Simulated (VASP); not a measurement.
WSe2: single point with PBEsol+D3(BJ)

WSe2, a slab with vacuum:

```
W Se
1.0
     3.31794    0.00000    0.00000
    -1.65897    2.87342    0.00000
     0.00000    0.00000   16.65814
W Se
1 2
Direct
  0.98870 0.98870 0.00000
  0.33333 0.66667 0.09979
  0.33333 0.66667 0.90021
```

This cell differs from its parent crystal: all W atoms moved +0.037 Å, as atom 1 towards its neighbour atom 1 (W) at 3.318 Å.

```json
{"Program": "VASP 6.6.1", "Task": "single point", "Functional": "PBEsol", "Dispersion": "D3(BJ)", "Potentials or basis": "VASP PAW PBE potentials, release 64 (W_sv, Se)", "Cutoff": "520 eV", "k mesh": "12 × 12 × 2", "Occupations": "gaussian, width 0.05 eV", "Spin": "no spin polarisation"}
```

* Largest force: 0.687 eV/Å
* Band gap on the k mesh: 1.51 eV
* Dispersion energy per atom: -0.280 eV

Forces in eV/Å, atoms in the order of the input:
```
W    0.350  0.591  0.000
Se  -0.175 -0.296 -0.118
Se  -0.175 -0.296  0.118
```

Levels at points of the mesh, in eV from the valence-band top:
```csv
k point,band 10,band 11,band 12,band 13,band 14,band 15,band 16,band 17
"(0.00, 0.00, 0.00)",-2.09,-1.42,-1.12,-0.26,2.75,3.05,3.11,3.22
"(0.50, 0.00, 0.00)",-2.96,-2.12,-1.07,-0.90,2.32,2.74,3.80,4.35
"(0.00, 0.50, 0.00)",-3.07,-2.00,-1.02,-0.87,2.37,2.74,3.61,4.31
"(0.50, 0.50, 0.00)",-3.01,-2.06,-1.10,-0.82,2.35,2.74,3.67,4.33
"(0.00, 0.00, 0.50)",-2.09,-1.42,-1.12,-0.26,2.75,3.05,3.11,3.22
"(0.50, 0.00, 0.50)",-2.96,-2.12,-1.07,-0.90,2.32,2.74,3.80,4.35
"(0.00, 0.50, 0.50)",-3.07,-2.00,-1.02,-0.87,2.37,2.74,3.61,4.31
"(0.50, 0.50, 0.50)",-3.01,-2.06,-1.10,-0.82,2.35,2.74,3.67,4.33
```

It took 14 min on 1 thread of AMD EPYC 7R43 64-Core Processor (Zen 3), on a shared host, peak memory 0.6 GiB.

Caveat: the cell differs from its parent crystal (all W atoms moved +0.037 Å, as atom 1 towards its neighbour atom 1 (W) at 3.318 Å); there is no dipole correction, which matters where the two faces differ; the PAW data sets were made with another functional, which shifts forces and pressure a little; spin-orbit coupling is left out, which moves the levels of the heavy elements.
